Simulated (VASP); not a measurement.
Wanted: the native input for a VASP 6.6.1 run.

```
Task                   : single point
Functional             : PBE
Potentials or basis    : VASP PAW PBE potentials, release 64 (Sn_d, Te)
Cutoff                 : 520 eV
k mesh                 : 8 × 8 × 8
Occupations            : gaussian, width 0.05 eV
Spin                   : no spin polarisation
Dipole correction      : no
Further INCAR settings : ALGO = Normal; EDIFF = 1e-07; NBANDS = 17
```

The structure of SnTe lies in POSCAR:

```
SnTe
1.0
   -0.0283474961      3.6111098885      3.8541400143
    3.5959791868      0.0395059372      3.7862865810
    3.5712428367      3.5185201051      0.0642422873
Sn Te
1 1
Direct
   -0.0204062644      0.0340418249     -0.0014704473
    0.7704062644      0.7159581751      0.7514704473
```

This cell differs from its parent crystal: strained and its atoms moved.

The input as run:

INCAR

```
PREC = Accurate
ENCUT = 520
EDIFF = 1E-7
ISMEAR = 0
SIGMA = 0.05
LREAL = False
LASPH = True
NELM = 80
ALGO = Normal
ISIF = 2
LWAVE = False
LCHARG = False
GGA = PE
NBANDS = 17
```

KPOINTS

```
regular mesh
0
Gamma
  8 8 8
```

Potentials or basis: VASP PAW PBE potentials, release 64 (Sn_d, Te).

Command:

```sh
$ cat potpaw_PBE.64/Sn_d/POTCAR potpaw_PBE.64/Te/POTCAR > POTCAR
$ mpirun -np 1 vasp_std > vasp.out
```

Results of the run:

```
Pressure               : 0.0 GPa
Largest force          : 0.884 eV/Å
Band gap on the k mesh : 0.11 eV, indirect (least direct gap 0.85 eV)
```

Caveat: the cell differs from its parent crystal (strained and its atoms moved); spin-orbit coupling is left out, which moves the levels of the heavy elements.

It took 8.7 min on 1 thread of Intel(R) Xeon(R) Platinum 8375C CPU @ 2.90GHz (Ice Lake) (shared host), peak memory 0.57 GiB.
